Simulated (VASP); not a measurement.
Wanted: the native input for a VASP 6.6.1 run.

| Quantity | Value |
| --- | --- |
| Task | single point |
| Functional | PBEsol |
| Potentials or basis | VASP PAW PBE potentials, release 64 (Ti_sv, Al) |
| Cutoff | 520 eV |
| k mesh | 16 × 16 × 10 |
| Occupations | gaussian, width 0.1 eV |
| Spin | no spin polarisation |
| Dipole correction | no |
| Further INCAR settings | ALGO = Normal; EDIFF = 1e-06; NBANDS = 14 |

The structure of TiAl lies in POSCAR:

```
TiAl
1.0
    2.7946360629      0.0000000000      0.0000000000
    0.0000000000      2.7946360629      0.0000000000
    0.0000000000      0.0000000000      4.1623712791
Ti Al
1 1
Direct
    0.5000000000      0.5000000000      0.5000000000
    0.0000000000      0.0000000000      0.0000000000
```

This cell differs from its parent crystal: strain along c alone, the other axes held: +3.0 %.

One way to write it, as run:

INCAR

```
  PREC = Accurate
  ENCUT = 520
  EDIFF = 1E-6
  ISMEAR = 0
  SIGMA = 0.1
  LREAL = F
  LASPH = T
  NELM = 80
  ALGO = Normal
  ISIF = 2
  LWAVE = F
  LCHARG = F
  GGA = PS
  NBANDS = 14
```

KPOINTS

```
Automatic mesh
0
Gamma
  16 16 10
```

Potentials or basis: VASP PAW PBE potentials, release 64 (Ti_sv, Al).

Run with:

```sh
$ cat potpaw_PBE.64/Ti_sv/POTCAR potpaw_PBE.64/Al/POTCAR > POTCAR
$ mpirun -np 1 vasp_std > vasp.out
```

It gave:

| Quantity | Value |
| --- | --- |
| Pressure | -3.3 GPa |

Caveat: the cell differs from its parent crystal (strain along c alone, the other axes held: +3.0 %); the PAW data sets were made with another functional, which shifts forces and pressure a little.

Run time: 33 s on 1 thread of Intel(R) Xeon(R) 6975P-C (Granite Rapids), on a shared host, peak memory 0.24 GiB.
